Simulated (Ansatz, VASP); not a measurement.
## MgTl: VASP beside Ansatz

```
Mg Tl
1.0
     3.63500    0.00000    0.00000
     0.00000    3.63500    0.00000
     0.00000    0.00000    3.67135
Mg Tl
1 1
Cartesian
  0.0000 0.0000 0.0000
  1.8175 1.8175 1.8357
```

Change from the starting cell: zz strain of +1 %, crystal datasets.

Alike in both runs: task electric field gradients; functional LDA; k mesh 9 × 9 × 9; occupations fermi-dirac, width 0.05 eV; no spin polarisation.

|  | VASP | Ansatz |
| --- | --- | --- |
| version | VASP 6.6.1 | Ansatz 0.2.0 |
| potentials or method | VASP PAW LDA potentials, release 64 (Mg, Tl_d), cutoff 520 eV | all-electron PAW with datasets made for the crystal, scalar-relativistic |

Ansatz gave:

- pressure (GPa): -2.8
- traceless stress, the component that is largest in VASP (GPa): 0.21
- size of Vzz on the site where it differs most (V/Å²): 10.8

Problem. What did VASP give for the same quantities?

Solution. Pressure (GPa): -3.0; traceless stress, the component that is largest in VASP (GPa): 0.22; size of Vzz on the site where it differs most (V/Å²): 10.3.

LDA's correlation is that of Perdew and Zunger in VASP and of Perdew and Wang (1992) in Ansatz. Ansatz ran all-electron here, and VASP with PAW potentials.

Neither program's run includes spin-orbit coupling.
